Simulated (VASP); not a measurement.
Write the native input for VASP 6.6.1 that does the following.

```yaml
Task: single point
Functional: PBE
Dispersion: D3(BJ)
Potentials_or_basis: VASP PAW PBE potentials, release 64 (Si, Ti_sv)
Cutoff: 520 eV
k_mesh: 2 × 2 × 2
Occupations: gaussian, width 0.05 eV
Spin: no spin polarisation
Dipole_correction: no
Further_INCAR_settings: LREAL = Auto; ALGO = Normal; EDIFF = 1e-06; NBANDS = 52
```

The structure of TiSi16 (a cell with a defect) lies in POSCAR:

```
TiSi16
1.0
    0.0000000000      5.4300000000      5.4300000000
    5.4300000000      0.0000000000      5.4300000000
    5.4300000000      5.4300000000      0.0000000000
Si Ti
16 1
Direct
   -0.0107232965     -0.0104588398      0.0324402394
    0.1253101289      0.1256804788      0.1309672192
    0.0062568140      0.0074954880      0.5050164825
    0.1131635359      0.1136440147      0.6605476980
    0.0141648250      0.4988675875     -0.0114598527
    0.1255174954      0.6188302026      0.1305211786
    0.0065735727      0.4820822284      0.5044792818
    0.1472734807      0.6219162063      0.6088747698
    0.4984744015      0.0149346225     -0.0108406998
    0.6186861878      0.1253843462      0.1313033149
    0.4821061694      0.0066498158      0.5055485267
    0.6214177716      0.1482941989      0.6110704420
    0.4988047882      0.4982009208     -0.0112565378
    0.6314811234      0.6324941989      0.1044588398
    0.5107075506      0.5118880295      0.4662955801
    0.6222671271      0.6200531308      0.6101698895
    0.7596627072      0.7602910681      0.7205255064
```

One way to write it, as run:

INCAR

```
ALGO = Normal
EDIFF = 1E-6
ENCUT = 520
GGA = PE
ISIF = 2
ISMEAR = 0
IVDW = 12
LASPH = T
LCHARG = F
LREAL = Auto
LWAVE = F
NBANDS = 52
NELM = 100
PREC = Accurate
SIGMA = 0.05
```

KPOINTS

```
k-points
0
Gamma
  2 2 2
```

Potentials or basis: VASP PAW PBE potentials, release 64 (Si, Ti_sv).

Command:

```bash
$ cat potpaw_PBE.64/Si/POTCAR potpaw_PBE.64/Ti_sv/POTCAR > POTCAR
$ mpirun -np 1 vasp_std > vasp.out
```

Results of the run:

```yaml
Pressure: 0.7 GPa
Largest_force: 0.575 eV/Å
Band_gap_on_the_k_mesh: zero (bands 38 and 39 overlap by 0.34 eV)
Dispersion_energy_per_atom: -0.343 eV
```

Caveat: the k points lie up to 0.50 Å⁻¹ apart.

It took 9.5 min on 1 thread of Intel Xeon 8259CL, on a shared host, peak memory 0.49 GiB.
